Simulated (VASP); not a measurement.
## Ge: single point with r2SCAN

Ge:

```
Ge
1.0
     1.41629   -2.63614    0.00000
     1.41629    2.63614    0.00000
     0.00000    0.00000    2.62579
Ge
1
Direct
  0.50000 0.50000 0.00000
```

This cell differs from its parent crystal: ratio of the length along z to the lengths across it x 0.96, volume and fractional coordinates fixed.

```yaml
Program: VASP 6.6.1
Task: single point
Functional: r2SCAN
Potentials_or_basis: VASP PAW PBE potentials, release 64 (Ge_d)
Cutoff: 520 eV
k_mesh: 22 × 22 × 20
Occupations: gaussian, width 0.15 eV
Spin: no spin polarisation
Dipole_correction: no
Further_INCAR_settings: ALGO = Normal; EDIFF = 1e-06; NBANDS = 13
```

| Quantity | Value |
| --- | --- |
| Pressure | -3.1 GPa |
| Band gap on the k mesh | zero (bands 7 and 8 overlap by 10.05 eV) |

Stress tensor (GPa, compression positive):
```
-4.22  0.00  0.00
 0.00 -5.72  0.00
 0.00  0.00  0.52
```

Levels at points of the mesh, in eV from the Fermi level:
| k point | band 3 | band 4 | band 5 | band 6 | band 7 | band 8 | band 9 | band 10 | band 11 | band 12 |
| --- | --- | --- | --- | --- | --- | --- | --- | --- | --- | --- |
| (0.00, 0.00, 0.00) | -25.38 | -25.27 | -25.25 | -13.51 | 6.87 | 8.12 | 8.38 | 10.96 | 12.98 | 15.25 |
| (0.50, 0.00, 0.00) | -25.30 | -25.29 | -25.27 | -8.45 | -5.60 | 3.19 | 7.55 | 11.99 | 18.26 | 18.55 |
| (0.50, 0.50, 0.00) | -25.30 | -25.30 | -25.25 | -9.32 | -5.80 | 5.00 | 9.21 | 11.30 | 17.50 | 18.28 |
| (0.00, 0.00, 0.50) | -25.36 | -25.34 | -25.26 | -9.07 | -5.93 | 10.32 | 11.84 | 16.66 | 16.69 | 17.40 |
| (0.50, 0.00, 0.50) | -25.37 | -25.29 | -25.17 | -3.46 | -2.11 | -2.08 | 4.15 | 6.63 | 12.22 | 13.44 |
| (0.50, 0.50, 0.50) | -25.35 | -25.29 | -25.18 | -4.46 | -2.71 | -2.26 | 3.80 | 8.45 | 14.05 | 15.26 |

It took 12 min on 1 thread of Intel Xeon 8259CL, with other jobs on the host, peak memory 0.43 GiB.

Caveat: the stress differs along the axes, from -6 to 1 GPa; the PAW data sets were made with another functional, which shifts forces and pressure a little.
